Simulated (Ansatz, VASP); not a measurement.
# One calculation of NiO, two programs

File INCAR:

```
PREC     = Accurate       # precision mode
ENCUT    = 520            # plane-wave cutoff, eV
EDIFF    = 1E-8           # SCF threshold, eV
ISMEAR   = -1             # smearing method
SIGMA    = 0.03           # smearing width, eV
LREAL    = False          # projectors in reciprocal space
LASPH    = True           # aspherical terms in the spheres
NELM     = 150            # most SCF steps
ALGO     = Normal         # electronic algorithm
ISIF     = 2              # what is computed and relaxed
LWAVE    = False          # write WAVECAR
LCHARG   = False          # write CHGCAR
ISPIN    = 2              # spin polarisation
MAGMOM   = 1.5 0          # initial moments
LORBIT   = 11             # projections on sites
LMAXMIX  = 4              # l up to which the mixer works
GGA      = PE             # functional
LEFG     = True         
NBANDS   = 19             # bands
```

File KPOINTS:

```
Automatic mesh
0
Gamma
  17 17 17
```

POSCAR

```
NiO
1.0
    0.0627393000      2.1226796500      2.1226796500
    2.1226796500      0.0627393000      2.1226796500
    2.1226796500      2.1226796500      0.0627393000
Ni O
1 1
Direct
    0.0000000000      0.0000000000      0.0000000000
    0.5000000000      0.5000000000      0.5000000000
```

Input for Ansatz:

```yaml
crystal:
  lattice:
    - [0.0627393, 2.12267965, 2.12267965]
    - [2.12267965, 0.0627393, 2.12267965]
    - [2.12267965, 2.12267965, 0.0627393]
  atoms:
    - { symbol: Ni, position: [0.0, 0.0, 0.0], spin: 1.5 }
    - { symbol: O, position: [0.5, 0.5, 0.5] }
magnetization:
  spin_polarized: true
kpoints:
  mp_grid: { grid: [17, 17, 17] }
scf:
  occupations: { method: fermi_dirac, width: 0.03 }
hamiltonian:
  xc: pbe
  pseudopotentials: { kind: all_electron, datasets: crystal }
output:
  forces: true
  stress: true
  eigenvalues: true
  efg: { contact_densities: true }
```

Change from the starting cell: equal xy, yz and zx shear strains of +3 %, crystal datasets.

Alike in both runs: task electric field gradients; functional PBE; k mesh 17 × 17 × 17; occupations fermi-dirac, width 0.03 eV; collinear spin.

```csv
,VASP,Ansatz
version,VASP 6.6.1,Ansatz 0.2.0
potentials or method,"VASP PAW PBE potentials, release 64 (Ni, O), cutoff 520 eV","all-electron PAW with datasets made for the crystal, scalar-relativistic"
```

```tsv
	VASP	Ansatz	Ansatz less VASP
pressure (GPa)	3.8	4.7	+0.89
traceless stress, the component that is largest in VASP (GPa)	-1.77	-1.75	+0.017
net moment per atom (μB)	0.86	0.89	+0.039
size of the moment on the site where the two differ most (μB)	1.41	1.44	+0.035
size of Vzz on the site where it differs most (V/Å²)	7.5	5.9	-1.61
```

Site moments also hang on the region over which each program counts them. Ansatz ran all-electron here, and VASP with PAW potentials.
